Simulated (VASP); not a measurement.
# BAs (I-4m2) in VASP: further runs, part 2 of 2

VASP 6.6.1. The steps go on from the part before.

### 3 Single point, LDA (zz strain of -1 %)

INCAR

```
SYSTEM = BAs
  ALGO = Normal
  EDIFF = 1E-6
  ENCUT = 520
  ISIF = 2
  ISMEAR = -1
  LASPH = .TRUE.
  LCHARG = .FALSE.
  LREAL = .FALSE.
  LWAVE = .FALSE.
  NBANDS = 11
  NELM = 80
  PREC = Accurate
  SIGMA = 0.03
```

KPOINTS

```
k-points
0
G
  15 15 15
  0 0 0
```

POSCAR

```
BAs
1.0
    0.0000000000      2.3885000000      2.3646150000
    2.3885000000      0.0000000000      2.3646150000
    2.3885000000      2.3885000000      0.0000000000
B As
1 1
Direct
    0.0000000000      0.0000000000      0.0000000000
    0.7500000000      0.7500000000      0.7500000000
```

Potentials or basis: VASP PAW LDA potentials, release 64 (B, As).

The run is started by

```sh
> cat potpaw_LDA.64/B/POTCAR potpaw_LDA.64/As/POTCAR > POTCAR
> mpirun -np 1 vasp_std > vasp.out
```

OUTCAR:

```text
SYSTEM = BAs
   EDIFF = 1E-6
   ENCUT = 520
   ISIF = 2
   ISMEAR = -1
   LASPH = .TRUE.
   LREAL = .FALSE.
   NELM = 80
   PREC = Accurate

 ion  position               nearest neighbor table
   1  0.000  0.000  0.000-   2 2.06   2 2.06   2 2.06   2 2.06
   2  0.750  0.750  0.750-   1 2.06   1 2.06   1 2.06   1 2.06

  LATTYP: Found a body centered tetragonal cell.
 ALAT       =     3.3778490937
 C/A-ratio  =     1.4000714267

  Lattice vectors:

 A1 = (   0.0000000000,  -2.3885000000,  -2.3646150000)
 A2 = (   0.0000000000,   2.3885000000,  -2.3646150000)
 A3 = (   2.3885000000,   0.0000000000,   2.3646150000)

Analysis of symmetry for initial positions (statically):
=====================================================================
 Subroutine PRICEL returns:
 Original cell was already a primitive cell.

 Routine SETGRP: Setting up the symmetry group for a
 body centered tetragonal supercell.

 Subroutine GETGRP returns: Found  8 space group operations
 (whereof  8 operations were pure point group operations)
 out of a pool of 16 trial point group operations.

The static configuration has the point symmetry D_2d.

Analysis of symmetry for dynamics (positions and initial velocities):
=====================================================================
 Subroutine PRICEL returns:
 Original cell was already a primitive cell.

 Routine SETGRP: Setting up the symmetry group for a
 body centered tetragonal supercell.

 Subroutine GETGRP returns: Found  8 space group operations
 (whereof  8 operations were pure point group operations)
 out of a pool of 16 trial point group operations.

The dynamic configuration has the point symmetry D_2d.

 Subroutine INISYM returns: Found  8 space group operations
 (whereof  8 operations are pure point group operations),
 and found     1 'primitive' translations

----------------------------------------------------------------------------------------

                                     Primitive cell

  volume of cell :      26.9799

  direct lattice vectors                    reciprocal lattice vectors
     0.000000000  2.388500000  2.364615000    -0.209336404  0.209336404  0.211450913
     2.388500000  0.000000000  2.364615000     0.209336404 -0.209336404  0.211450913
     2.388500000  2.388500000  0.000000000     0.209336404  0.209336404 -0.211450913

  length of vectors
     3.361002283  3.361002283  3.377849094     0.363806196  0.363806196  0.363806196

  position of ions in fractional coordinates (direct lattice)
     0.000000000  0.000000000  0.000000000
     0.750000000  0.750000000  0.750000000

  ion indices of the primitive-cell ions
   primitive index   ion index
                 1           1
                 2           2

----------------------------------------------------------------------------------------

 KPOINTS: k-points

Automatic generation of k-mesh.
 Grid dimensions read from file:
 generate k-points for:   15   15   15

 Generating k-lattice:

  Cartesian coordinates                     Fractional coordinates (reciprocal lattice)
    -0.013955760  0.013955760  0.014096728     0.066666667  0.000000000  0.000000000
     0.013955760 -0.013955760  0.014096728     0.000000000  0.066666667  0.000000000
     0.013955760  0.013955760 -0.014096728     0.000000000  0.000000000  0.066666667

  Length of vectors
     0.024253746  0.024253746  0.024253746

  Shift w.r.t. Gamma in fractional coordinates (k-lattice)
     0.000000000  0.000000000  0.000000000

 Subroutine IBZKPT returns following result:
 ===========================================

 Found    288 irreducible k-points:

 Following reciprocal coordinates:
            Coordinates               Weight
  0.000000  0.000000  0.000000      1.000000
  0.066667  0.000000  0.000000      8.000000
  0.133333  0.000000  0.000000      8.000000
  0.200000  0.000000  0.000000      8.000000
  0.266667  0.000000  0.000000      8.000000
  0.333333  0.000000  0.000000      8.000000
[... 16 lines left out ...]
  0.133333  0.133333  0.000000      2.000000
  0.200000  0.133333  0.000000      8.000000
 [... further k-points ...]
   k-points           NKPTS =    288   k-points in BZ     NKDIM =    288   number of bands    NBANDS=     11
   number of dos      NEDOS =    301   number of ions     NIONS =      2
   total plane-waves  NPLWV =  21952
   dimension x,y,z NGX =    28 NGY =   28 NGZ =   28
   dimension x,y,z NGXF=    56 NGYF=   56 NGZF=   56
   ions per type =               1   1
   NGX,Y,Z   is equivalent  to a cutoff of  13.85, 13.85, 13.78 a.u.
   NGXF,Y,Z  is equivalent  to a cutoff of  27.70, 27.70, 27.56 a.u.
 SYSTEM =  BAs
   PREC   = accura    normal or accurate (medium, high low for compatibility)
   ISTART =      0    job   : 0-new  1-cont  2-samecut
   ICHARG =      2    charge: 1-file 2-atom 10-const
   ISPIN  =      1    spin polarized calculation?
   LNONCOLLINEAR =      F non collinear calculations
   LSORBIT =      F    spin-orbit coupling
   LASPH  =      T    aspherical Exc in radial PAW
   ENCUT  =  520.0 eV  38.22 Ry    6.18 a.u.   6.25  6.25  6.28*2*pi/ulx,y,z
   NELM   =     80;   NELMIN=  2; NELMDL= -5     # of ELM steps
   EDIFF  = 0.1E-05   stopping-criterion for ELM
   LREAL  =      F    real-space projection
   EDIFFG = 0.1E-04   stopping-criterion for IOM
   NSW    =      0    number of steps for IOM
   IBRION =     -1    ionic relax: 0-MD 1-quasi-New 2-CG
   NFREE  =      0    steps in history (QN), initial steepest desc. (CG)
   ISIF   =      2    stress and relaxation
   ISYM   =      2    0-nonsym 1-usesym 2-fastsym
   POTIM  = 0.5000    time-step for ionic-motion
   TEBEG  =    0.0;   TEEND  =   0.0 temperature during run
   PSTRESS=    0.0 pullay stress
   NELECT =       8.0000    total number of electrons
   NUPDOWN=      -1.0000    fix difference up-down
   EMIN   =  10.00;   EMAX   =-10.00  energy-range for DOS
   EFERMI =   0.00;   METHOD = LEGACY
   ISMEAR =    -1;   SIGMA  =   0.03  broadening in eV -4-tet -1-fermi 0-gaus
   EFERMI_NEDOS =   21; number of points for ismear=-14 and -15
   IALGO  =     38    algorithm
   IMIX   =      4    mixing-type and parameters
     AMIX     =   0.40;   BMIX     =  1.00
     AMIX_MAG =   1.60;   BMIX_MAG =  1.00
  volume/ion in A,a.u.               =      13.49        91.03
  Fermi-wavevector in a.u.,A,eV,Ry     =   1.091670  2.062956 16.214639  1.191742
  Thomas-Fermi vector in A             =   2.227919
   LORBIT       =      0    0 simple, 1 ext, 2 COOP (PROOUT), +10 PAW based schemes
   GGA     = CA    functional components
   LHFCALC =     F    Hartree Fock is set to
   AEXX    =    0.0000 exact exchange contribution
   IVDW    =     0    specifies the selected vdW correction
   LEPSILON=     F    determine dielectric tensor
   LRPA    =     F    only Hartree local field effects (RPA)
 non-spin polarized calculation
  energy-cutoff  :      520.00
  volume of cell :       26.98
 maximum number of plane-waves:       745
 NGX is ok and might be reduce to    28
   NGX = 13   NGY = 13   NGZ = 13

 number of electron       8.0000000 magnetization

 Free energy of the ion-electron system (eV)
  ---------------------------------------------------
  ext. energy  EPLUGINS =         0.00000000
  ---------------------------------------------------
  free energy    TOTEN  =       -12.92411252 eV

  energy without entropy =      -12.92411252  energy(sigma->0) =      -12.92411252

 E-fermi :   6.7939     XC(G=0): -10.8260

 val. band max:        6.3350376100   @ k =   0.0000   0.0000   0.0000
 cond. band min:       7.2964362751   @ k =   0.4000   0.4000   0.0000
 fundamental gap:      0.9613986650
 Fermi energy:         6.7939261348

 k-point     1 :       0.0000    0.0000    0.0000
  band No.  band energies     occupation
      1      -9.1972      2.00000
      2       6.2384      2.00000
      3       6.2384      2.00000
      4       6.3350      2.00000
      5       9.4907      0.00000
      6       9.5551      0.00000
      7       9.5551      0.00000
      8      11.0907      0.00000
      9      15.6783      0.00000
     10      19.2062      0.00000
     11      19.4784      0.00000
[... 309 lines left out ...]
 k-point    24 :       0.2000    0.1333    0.0000
  band No.  band energies     occupation
      1      -8.5332      2.00000
      2       3.4707      2.00000
      3       4.5186      2.00000
      4       4.8060      2.00000
      5       8.6717      0.00000
      6      11.4108      0.00000
      7      11.8639      0.00000
      8      12.4140      0.00000
      9      16.2386      0.00000
     10      18.0166      0.00000
     11      19.4547      0.00000

 [... further k-points ...]

------------------------ aborting loop because EDIFF is reached ----------------------------------------

  FORCE on cell =-STRESS in cart. coord.  units (eV):
  Direction    XX          YY          ZZ          XY          YZ          ZX
  --------------------------------------------------------------------------------------
  -------------------------------------------------------------------------------------
  Total       -0.4032027     -0.4032027     -0.0542978      0.0000000      0.0000000     -0.0000000
  in kB      -23.9437980    -23.9437980     -3.2244220      0.0000000      0.0000000     -0.0000000
  external PRESSURE =     -17.0373393 kB  Pullay stress =       0.0000000 kB

 VOLUME and BASIS-vectors are now :
 -----------------------------------------------------------------------------
  energy-cutoff  :      520.00
  volume of cell :       26.98
      direct lattice vectors                 reciprocal lattice vectors
     0.000000000  2.388500000  2.364615000    -0.209336404  0.209336404  0.211450913
     2.388500000  0.000000000  2.364615000     0.209336404 -0.209336404  0.211450913
     2.388500000  2.388500000  0.000000000     0.209336404  0.209336404 -0.211450913

 POSITION                                       TOTAL-FORCE (eV/Angst)
 -----------------------------------------------------------------------------------
      0.00000      0.00000      0.00000        -0.000000     -0.000000     -0.000000
      3.58275      3.58275      3.54692         0.000000      0.000000      0.000000
 -----------------------------------------------------------------------------------
    total drift:                                0.000000      0.000000      0.000000

  FREE ENERGIE OF THE ION-ELECTRON SYSTEM (eV)
  ---------------------------------------------------
  free  energy   TOTEN  =       -12.9241125210 eV

  energy  without entropy=      -12.9241125209  energy(sigma->0) =      -12.92411252
```

OSZICAR:

```text
N       E                     dE             d eps       ncg     rms          rms(c)
DAV:   1     0.105397521253E+02    0.10540E+02   -0.37975E+03  6352   0.638E+02
DAV:   2    -0.129579378387E+02   -0.23498E+02   -0.22412E+02  8438   0.105E+02
DAV:   3    -0.136659806090E+02   -0.70804E+00   -0.70645E+00  7900   0.168E+01
DAV:   4    -0.136679242193E+02   -0.19436E-02   -0.19435E-02  7012   0.101E+00
DAV:   5    -0.136679273991E+02   -0.31798E-05   -0.31795E-05  7613   0.434E-02    0.509E+00
DAV:   6    -0.130193287915E+02    0.64860E+00   -0.17203E+00  6816   0.528E+00    0.239E+00
DAV:   7    -0.129373686830E+02    0.81960E-01   -0.19965E-01  7515   0.223E+00    0.898E-01
DAV:   8    -0.129240804127E+02    0.13288E-01   -0.23468E-02  7269   0.808E-01    0.988E-02
DAV:   9    -0.129241054638E+02   -0.25051E-04   -0.77178E-04  7196   0.170E-01    0.579E-02
DAV:  10    -0.129241111692E+02   -0.57054E-05   -0.76598E-05  6765   0.497E-02    0.127E-02
DAV:  11    -0.129241126643E+02   -0.14951E-05   -0.18969E-06  7668   0.859E-03    0.122E-02
DAV:  12    -0.129241125210E+02    0.14330E-06   -0.79979E-07  3468   0.376E-03
   1 F= -.12924113E+02 E0= -.12924113E+02  d E =-.113858E-09
```

stdout:

```text
POSCAR found type information on POSCAR B As
 POSCAR found :  2 types and       2 ions
 scaLAPACK will be used
 LDA part: xc-table for (Slater(with rela. corr.)+CA(PZ))
 , standard interpolation
 POSCAR, INCAR and KPOINTS ok, starting setup
 FFT: planning ... GRIDC
 FFT: planning ... GRID_SOFT
 FFT: planning ... GRID
 WAVECAR not read
 entering main loop
```

Run time: 43 s. Hardware: 1 thread of Intel Xeon Platinum 8488C (Sapphire Rapids), shared host; peak memory 0.21 GiB.

What came out:

```yaml
Free_energy: -12.9241 eV
Pressure: -1.7 GPa
Band_gap_on_the_k_mesh: 0.96 eV (least direct gap 3.16 eV)
```

Stress tensor (GPa, compression positive):
```
-2.39  0.00  0.00
 0.00 -2.39  0.00
 0.00  0.00 -0.32
```

Levels at points of the mesh, in eV from the valence-band top:
| k point | band 1 | band 2 | band 3 | band 4 | band 5 | band 6 | band 7 | band 8 |
| --- | --- | --- | --- | --- | --- | --- | --- | --- |
| (0.00, 0.00, 0.00) | -15.53 | -0.10 | -0.10 | 0.00 | 3.16 | 3.22 | 3.22 | 4.76 |

Caveat: the cell differs from its parent crystal (zz strain of -1 %); an odd mesh through Γ misses points on the zone boundary, where band edges can lie.

### 4 Single point, LDA (zz strain of +2 %)

INCAR

```
SYSTEM = BAs
PREC = Accurate
ENCUT = 520
EDIFF = 1E-6
ISMEAR = -1
SIGMA = 0.03
LREAL = .FALSE.
LASPH = .TRUE.
NELM = 100
ALGO = Normal
ISIF = 2
LWAVE = .FALSE.
LCHARG = .TRUE.
GGA = CA
LELF = .TRUE.
LVHAR = .TRUE.
NBANDS = 11
```

KPOINTS

```
regular mesh
0
G
  15 15 15
  0 0 0
```

POSCAR

```
BAs
1.0
    0.0000000000      2.3885000000      2.4362700000
    2.3885000000      0.0000000000      2.4362700000
    2.3885000000      2.3885000000      0.0000000000
B As
1 1
Direct
    0.0000000000      0.0000000000      0.0000000000
    0.7500000000      0.7500000000      0.7500000000
```

The run is started by

```sh
> cat potpaw_LDA.64/B/POTCAR potpaw_LDA.64/As/POTCAR > POTCAR
> mpirun -np 1 vasp_std > vasp.out
```

Run time: 44 s. Hardware: 1 thread of Intel Xeon Platinum 8488C (Sapphire Rapids), shared host; peak memory 0.21 GiB.

The run converged. Its results:

```yaml
Free_energy: -12.9018 eV
Pressure: -5.6 GPa
Band_gap_on_the_k_mesh: 0.99 eV (least direct gap 3.12 eV)
```

Stress tensor (GPa, compression positive):
```
-4.26  0.00  0.00
 0.00 -4.26  0.00
 0.00  0.00 -8.41
```

Levels at points of the mesh, in eV from the valence-band top:
```csv
k point,band 1,band 2,band 3,band 4,band 5,band 6,band 7,band 8
"(0.00, 0.00, 0.00)",-15.26,-0.19,0.00,0.00,3.12,3.12,3.25,4.37
```

Caveat: the cell differs from its parent crystal (zz strain of +2 %); the cell stands under tension; an odd mesh through Γ misses points on the zone boundary, where band edges can lie.

### 5 The runs side by side

| cell | gap on the mesh (eV) | pressure (GPa) |
| --- | --- | --- |
| a = 3.328, b = 3.328, c = 3.378 Å, angles 59.5, 59.5, 61.0°, 2 atoms | 0.63 | 1.3 |
| a = 3.361, b = 3.361, c = 3.378 Å, angles 59.8, 59.8, 60.3°, 2 atoms | 0.96 | -1.7 |
| a = 3.412, b = 3.412, c = 3.378 Å, angles 60.3, 60.3, 59.3°, 2 atoms | 0.99 | -5.6 |

Alike in all rows: task single point; level LDA; potentials or basis VASP PAW LDA potentials, release 64 (B, As); no spin polarisation; k mesh 15 × 15 × 15; cutoff (eV) 520; smearing fermi-dirac 0.03 eV.

Caveats: an odd mesh through Γ misses points on the zone boundary, where band edges can lie; the cell stands under tension (at least some runs).

Absolute energies hang on the potentials; compare differences alone.
